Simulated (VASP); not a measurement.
Input of a VASP 6.6.1 run:

Contents of INCAR:

```
PREC = Accurate
ENCUT = 520
EDIFF = 1E-7
ISMEAR = 0
SIGMA = 0.15
LREAL = False
LASPH = True
NELM = 60
ALGO = Fast
ISIF = 2
LWAVE = False
LCHARG = True
GGA = PE
LELF = True
LVHAR = True
NBANDS = 17
```

File KPOINTS:

```
Automatic mesh
0
Gamma
  10 10 6
```

File POSCAR:

```
Ca
1.0
    0.0000000000     -3.9097565251      0.0000000000
   -3.9104486421      0.0000000000      0.0000000000
    0.0000000000      0.0000000000     -5.5107929771
Ca
2
Direct
    0.5000000000      0.5000000000      0.0000000000
    0.0000000000      0.0000000000      0.5000000000
```

Potentials or basis: VASP PAW PBE potentials, release 64 (Ca_sv).

The run is started by

```console
$ cat potpaw_PBE.64/Ca_sv/POTCAR > POTCAR
$ mpirun -np 1 vasp_std > vasp.out
```

(1) Estimate the pressure.

(2) Estimate the band gap on the k mesh.

Answers

(1) 0.0 GPa.

(2) zero (bands 10 and 11 overlap by 0.36 eV).
